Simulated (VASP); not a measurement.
Input of a VASP 6.6.1 run:

INCAR

```
SYSTEM = HfN
PREC     = Accurate       ! precision mode
ENCUT    = 520            ! plane-wave cutoff, eV
EDIFF    = 1E-6           ! SCF threshold, eV
ISMEAR   = -1             ! smearing method
SIGMA    = 0.15           ! smearing width, eV
LREAL    = .FALSE.        ! projectors in reciprocal space
LASPH    = .TRUE.         ! aspherical terms in the spheres
NELM     = 100            ! most SCF steps
ALGO     = Normal         ! electronic algorithm
ISIF     = 2              ! what is computed and relaxed
LWAVE    = .FALSE.        ! write WAVECAR
LCHARG   = .TRUE.         ! write CHGCAR
GGA      = PE             ! functional
LELF     = .TRUE.         ! ELF
LVHAR    = .TRUE.       
NBANDS   = 14             ! bands
```

KPOINTS

```
Automatic mesh
0
G
  16 16 16
  0 0 0
```

File POSCAR:

```
HfN
1.0
    0.0000000000      2.1698554261      2.1698554261
    2.1698554261      0.0000000000      2.1698554261
    2.1698554261      2.1698554261      0.0000000000
Hf N
1 1
Direct
    0.0000000000      0.0000000000      0.0000000000
    0.5000000000      0.5000000000      0.5000000000
```

Potentials or basis: VASP PAW PBE potentials, release 64 (Hf_pv, N).

The run is started by

```sh
$ cat potpaw_PBE.64/Hf_pv/POTCAR potpaw_PBE.64/N/POTCAR > POTCAR
$ mpirun -np 1 vasp_std > vasp.out
```

Q: What does it give for the pressure?

A: 47.5 GPa.
